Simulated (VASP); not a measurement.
# BeS: single point with PBEsol

BeS:

```
CELL_PARAMETERS angstrom
0.00000 2.39328 2.43195
2.43195 0.00000 2.43195
2.43195 2.39328 0.00000
ATOMIC_POSITIONS crystal
Be 0.00000 0.00000 0.00000
S 0.75000 0.75000 0.75000
```

This cell differs from its parent crystal: volume 14.155 Å^3 an atom, c/a of the conventional cell 0.9841.

- Program: VASP 6.6.1
- Task: single point
- Functional: PBEsol
- Potentials or basis: VASP PAW PBE potentials, release 64 (Be, S)
- Cutoff: 520 eV
- k mesh: 10 × 10 × 10
- Occupations: gaussian, width 0.05 eV
- Spin: no spin polarisation

```yaml
Pressure: 0.1 GPa
Band_gap_on_the_k_mesh: 2.77 eV, indirect (least direct gap 5.54 eV)
```

Stress tensor (GPa, compression positive):
```
-0.34  0.00  0.00
 0.00  1.13  0.00
 0.00  0.00 -0.34
```

Levels at points of the mesh, in eV from the valence-band top:
```tsv
k point	band 2	band 3	band 4	band 5	band 6	band 7
(0.00, 0.00, 0.00)	-0.08	-0.08	0.00	5.54	5.56	5.56
(0.50, 0.00, 0.00)	-5.97	-1.18	-1.04	5.33	6.35	6.52
(0.50, 0.50, 0.00)	-5.20	-2.72	-2.70	2.90	4.80	12.71
(0.50, 0.00, 0.50)	-5.09	-2.84	-2.84	2.77	4.65	12.75
```

Wall time 77 s on 1 thread of AMD EPYC 7R13, on a shared host, peak memory 0.14 GiB.

Caveat: the PAW data sets were made with another functional, which shifts forces and pressure a little. A k mesh can miss the band edges.
